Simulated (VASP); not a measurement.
Here is a VASP 6.6.1 calculation.

File POSCAR:

```
Ir
1.0
    2.7411645667      0.0000000000      0.0000000000
   -1.3705822834      2.3739181507      0.0000000000
    0.0000000000      0.0000000000      4.3261038616
Ir
2
Direct
    0.3333333333      0.6666666667      0.2500000000
    0.6666666667      0.3333333333      0.7500000000
```

File INCAR.step1:

```
PREC     = Accurate       # precision mode
ENCUT    = 520            # plane-wave cutoff, eV
EDIFF    = 1E-5           # SCF threshold, eV
ISMEAR   = -1             # smearing method
SIGMA    = 0.05           # smearing width, eV
LREAL    = F              # projectors in reciprocal space
LASPH    = T              # aspherical terms in the spheres
NELM     = 80             # most SCF steps
ALGO     = Normal         # electronic algorithm
ISIF     = 2              # what is computed and relaxed
LWAVE    = T              # write WAVECAR
NBANDS   = 16             # bands
GGA      = PE             # functional
```

Contents of INCAR.step2:

```
PREC     = Accurate       # precision mode
ENCUT    = 520            # plane-wave cutoff, eV
EDIFF    = 1E-6           # SCF threshold, eV
ISMEAR   = -1             # smearing method
SIGMA    = 0.05           # smearing width, eV
LREAL    = F              # projectors in reciprocal space
LASPH    = T              # aspherical terms in the spheres
NELM     = 80             # most SCF steps
ALGO     = Normal         # electronic algorithm
ISIF     = 2              # what is computed and relaxed
LWAVE    = F              # write WAVECAR
LCHARG   = T              # write CHGCAR
GGA      = PE             # functional
LHFCALC  = T              # exact exchange
AEXX     = 0.25           # exact-exchange fraction
HFSCREEN = 0.3            # screening, 1/A
PRECFOCK = Normal       
LELF     = T              # ELF
LVHAR    = T            
NBANDS   = 16             # bands
ISTART   = 1
```

The input KPOINTS:

```
regular mesh
0
Gamma
  6 6 3
```

Potentials or basis: VASP PAW PBE potentials, release 64 (Ir).

Command:

```console
$ cat potpaw_PBE.64/Ir/POTCAR > POTCAR
$ cp INCAR.step1 INCAR
$ mpirun -np 1 vasp_std > vasp.out
$ cp INCAR.step2 INCAR
$ mpirun -np 1 vasp_std > vasp.out
```

Q: Estimate the pressure.

A: 2.7 GPa.

Q: Estimate the band gap on the k mesh.

A: Zero (band 9 reaches 11.37 eV, above the bottom of band 10 at 7.52 eV).

Stress tensor (GPa, compression positive):
```
2.63 0.00 0.00
0.00 2.63 0.00
0.00 0.00 2.89
```

Caveat: the k points lie up to 0.48 Å⁻¹ apart; the PAW data sets were made with another functional, which shifts forces and pressure a little; spin-orbit coupling is left out, which moves the levels of the heavy elements.
